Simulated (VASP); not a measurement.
Write the native input for VASP 6.6.1 that does the following.

- Task: single point
- Functional: PBEsol
- Potentials or basis: VASP PAW PBE potentials, release 64 (Pt)
- Cutoff: 520 eV
- k mesh: 12 × 12 × 6
- Occupations: methfessel-paxton, width 0.1 eV
- Spin: no spin polarisation
- Dipole correction: no
- Further INCAR settings: ALGO = Normal; EDIFF = 1e-06; NBANDS = 17

The structure of Pt lies in POSCAR:

```
Pt
1.0
    2.7606660000      0.0000000000      0.0000000000
   -1.3803330000      2.3908070000      0.0000000000
    0.0000000000      0.0000000000      4.7921340000
Pt
2
Direct
    0.6666666667      0.3333333333      0.7500000000
    0.3333333333      0.6666666667      0.2500000000
```

One way to write it, as run:

INCAR

```
SYSTEM = Pt
PREC     = Accurate       ! precision mode
ENCUT    = 520            ! plane-wave cutoff, eV
EDIFF    = 1E-6           ! SCF threshold, eV
ISMEAR   = 1              ! smearing method
SIGMA    = 0.1            ! smearing width, eV
LREAL    = .False.        ! projectors in reciprocal space
LASPH    = .True.         ! aspherical terms in the spheres
NELM     = 60             ! most SCF steps
ALGO     = Normal         ! electronic algorithm
ISIF     = 2              ! what is computed and relaxed
LWAVE    = .False.        ! write WAVECAR
LCHARG   = .False.        ! write CHGCAR
GGA      = PS             ! functional
NBANDS   = 17             ! bands
```

KPOINTS

```
Automatic mesh
0
Gamma
  12 12 6
  0 0 0
```

Potentials or basis: VASP PAW PBE potentials, release 64 (Pt).

Command:

```sh
$ cat potpaw_PBE.64/Pt/POTCAR > POTCAR
$ mpirun -np 1 vasp_std > vasp.out
```

Results of the run:

| Property | Result |
| --- | --- |
| Pressure | -11.3 GPa |
| Band gap on the k mesh | zero (band 10 reaches 10.67 eV, above the bottom of band 11 at 9.40 eV) |

Caveat: the PAW data sets were made with another functional, which shifts forces and pressure a little; spin-orbit coupling is left out, which moves the levels of the heavy elements.

Run time: 17 s on 1 thread of Intel(R) Xeon(R) Platinum 8488C (Sapphire Rapids), on a shared host, peak memory 0.17 GiB.
